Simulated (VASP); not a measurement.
Wanted: the native input for a VASP 6.6.1 run.

```
Task                   : single point
Functional             : PBE
Potentials or basis    : VASP PAW PBE potentials, release 64 (Sb)
Cutoff                 : 520 eV
k mesh                 : 27 × 27 × 27
Occupations            : fermi-dirac, width 0.0612256 eV
Spin                   : no spin polarisation
Dipole correction      : no
Further INCAR settings : ALGO = Normal; EDIFF = 1e-07; NBANDS = 12
```

The structure of Sb lies in POSCAR:

```
Sb
1.0
    0.0000000000      3.5433727768      3.5433727768
    3.5433727768      0.0000000000      3.5433727768
    3.5433727768      3.5433727768      0.0000000000
Sb
2
Direct
    0.0000000000      0.0000000000      0.0000000000
    0.2500000000      0.2500000000      0.2500000000
```

This isn't the form of Sb at room conditions, which is rhombohedral.

These files were run (other wordings do the same):

INCAR

```
ALGO     = Normal         # electronic algorithm
EDIFF    = 1E-7           # SCF threshold, eV
ENCUT    = 520            # plane-wave cutoff, eV
GGA      = PE             # functional
ISIF     = 2              # what is computed and relaxed
ISMEAR   = -1             # smearing method
LASPH    = True           # aspherical terms in the spheres
LCHARG   = False          # write CHGCAR
LREAL    = False          # projectors in reciprocal space
LWAVE    = False          # write WAVECAR
NBANDS   = 12             # bands
NELM     = 60             # most SCF steps
PREC     = Accurate       # precision mode
SIGMA    = 0.06122561905347299 # smearing width, eV
```

KPOINTS

```
k-points
0
Gamma
  27 27 27
```

Potentials or basis: VASP PAW PBE potentials, release 64 (Sb).

Command:

```bash
$ cat potpaw_PBE.64/Sb/POTCAR > POTCAR
$ mpirun -np 1 vasp_std > vasp.out
```

It gave:

```json
{
 "Pressure": "-1.2 GPa",
 "Band gap on the k mesh": "zero (bands 5 and 6 overlap by 0.94 eV)"
}
```

Caveat: spin-orbit coupling is left out, which moves the levels of the heavy elements.

It took 6.7 min on 1 thread of Intel(R) Xeon(R) Platinum 8559C (Emerald Rapids), on a shared host, peak memory 0.64 GiB.
